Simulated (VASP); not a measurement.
A run of VASP 6.6.1 is set up as follows.

The input POSCAR:

```
GaAs
1.0
    0.0000000000      2.7752489401      2.7752489401
    2.7752489401      0.0000000000      2.7752489401
    2.7752489401      2.7752489401      0.0000000000
Ga As
1 1
Direct
    0.0000000000      0.0000000000      0.0000000000
    0.2500000000      0.2500000000      0.2500000000
```

Contents of INCAR.step1:

```
SYSTEM = GaAs
PREC = Accurate
ENCUT = 550
ISMEAR = 0
SIGMA = 0.01
LREAL = .False.
LASPH = .True.
NELM = 120
NBANDS = 16
GGA = PE
ALGO = Normal
EDIFF = 1E-5
LWAVE = .True.
LCHARG = .False.
GGA_COMPAT = .False.
```

The input INCAR.step2:

```
SYSTEM = GaAs
PREC = Accurate
ENCUT = 550
EDIFF = 1E-6
ISMEAR = 0
SIGMA = 0.01
LREAL = .False.
LASPH = .True.
NELM = 120
ALGO = Normal
ISIF = 2
LWAVE = .False.
LCHARG = .False.
METAGGA = R2SCAN
LMIXTAU = .True.
NBANDS = 16
ISTART = 1
GGA_COMPAT = .False.
```

KPOINTS

```
regular mesh
0
Gamma
  6 6 6
  0 0 0
```

Potentials or basis: VASP PAW PBE potentials, release 64 (Ga_d, As).

Command:

```console
$ cat potpaw_PBE.64/Ga_d/POTCAR potpaw_PBE.64/As/POTCAR > POTCAR
$ cp INCAR.step1 INCAR
$ mpirun -np 1 vasp_std > vasp.out
$ cp INCAR.step2 INCAR
$ mpirun -np 1 vasp_std > vasp.out
```

Question: Predict the band gap on the k mesh.

Answer: 1.45 eV, direct.

Question: Estimate the pressure.

Answer: 5.3 GPa.

Caveat: the PAW data sets were made with another functional, which shifts forces and pressure a little. A k mesh can miss the band edges.
